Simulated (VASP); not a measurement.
A run of VASP 6.6.1:

The input INCAR:

```
PREC = Accurate ; ENCUT = 520
EDIFF = 1E-6 ; ISMEAR = 0
SIGMA = 0.05 ; LREAL = False
LASPH = True ; NELM = 60
ALGO = Normal ; ISIF = 2
LWAVE = False ; LCHARG = False
GGA = PE ; NBANDS = 11
```

Contents of KPOINTS:

```
regular mesh
0
Gamma
  10 10 10
```

POSCAR

```
AlN
1.0
    0.0000000000      1.8893816409      1.8893816409
    1.8893816409      0.0000000000      1.8893816409
    1.8893816409      1.8893816409      0.0000000000
Al N
1 1
Direct
    0.5000000000      0.5000000000      0.5000000000
    0.0000000000      0.0000000000      0.0000000000
```

Potentials or basis: VASP PAW PBE potentials, release 64 (Al, N).

Command:

```bash
$ cat potpaw_PBE.64/Al/POTCAR potpaw_PBE.64/N/POTCAR > POTCAR
$ mpirun -np 1 vasp_std > vasp.out
```

Hardware: 1 thread of Intel Xeon 6975P-C (shared host).

Problem. Estimate the wall time of this run.

Solution. Run time: 9.2 s on 1 thread of Intel Xeon 6975P-C, with other jobs on the host, peak memory 0.12 GiB. Counts: scf iterations 12, k points 47.
